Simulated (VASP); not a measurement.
LiSc12 (a cell with a defect), 13 atoms in the cell. The cell holds a defect, 13 atoms: a = 6.620 Å, b = 9.930 Å, c = 5.276 Å, α = 90.00°, β = 90.00°, γ = 120.00°. 

* Program: VASP 6.6.1
* Task: single point
* Functional: PBE
* Dispersion: D3(BJ)
* Potentials or basis: VASP PAW PBE potentials, release 64 (Sc_sv, Li_sv)
* Cutoff: 520 eV
* k mesh: 3 × 2 × 3
* Occupations: gaussian, width 0.1 eV
* Spin: no spin polarisation
* Dipole correction: no
* Further INCAR settings: ALGO = Normal; EDIFF = 1e-07; NBANDS = 80

Potentials or basis: VASP PAW PBE potentials, release 64 (Sc_sv, Li_sv).

The run is started by

```bash
$ cat potpaw_PBE.64/Sc_sv/POTCAR potpaw_PBE.64/Li_sv/POTCAR > POTCAR
$ mpirun -np 1 vasp_std > vasp.out
```

Hardware: 1 thread of Intel Xeon 8259CL, with other jobs on the host.

Question: Estimate the wall time of this run.

Answer: Wall time 13 min on 1 thread of Intel Xeon 8259CL (shared host), peak memory 0.46 GiB. Counts: scf iterations 22, k points 10.
